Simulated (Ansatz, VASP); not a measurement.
# Two plane-wave programs on MnSi

```xyz
8
Lattice="4.4977 0.0000 0.0000 0.0000 4.4977 0.0000 0.0000 0.0000 4.4977" Properties=species:S:1:pos:R:3 pbc="T T T"
Mn    1.6320    0.6169    3.8808
Mn    0.6169    3.8808    1.6320
Mn    3.8808    1.6320    0.6169
Mn    2.8658    2.8658    2.8658
Si    2.9432    3.8033    0.6944
Si    3.8033    0.6944    2.9432
Si    0.6944    2.9432    3.8033
Si    1.5545    1.5545    1.5545
```

Alike in both runs: functional PBE; k mesh 8 × 8 × 8; occupations gaussian, width 0.1 eV; no spin polarisation.

Ansatz relaxed the structure, and its values are those at the end. VASP's run is a single point on that final structure, the one shown.

|  | VASP | Ansatz |
| --- | --- | --- |
| version | VASP 6.6.1 | Ansatz 0.2.0 |
| potentials or method | VASP PAW PBE potentials, release 64 (Mn_pv, Si), cutoff 520 eV | scalar-relativistic, plane waves, PAW |
| valence electrons in the cell | 68 | 76 |

VASP gave:

```
gap on the k mesh at the Fermi level (eV) : none
pressure (GPa)                            : 0.0
rms of the force components (eV/Å)        : 0.005
```

Task: Which values does Ansatz return?

Result: gap on the k mesh at the Fermi level (eV): none; pressure (GPa): 0.0; rms of the force components (eV/Å): 0.000.

A gap of «none» marks a metal or a gap that the smearing closes. VASP's potentials hold 68 valence electrons a cell and Ansatz's 76, so a difference there can come from the potentials and not from the codes.
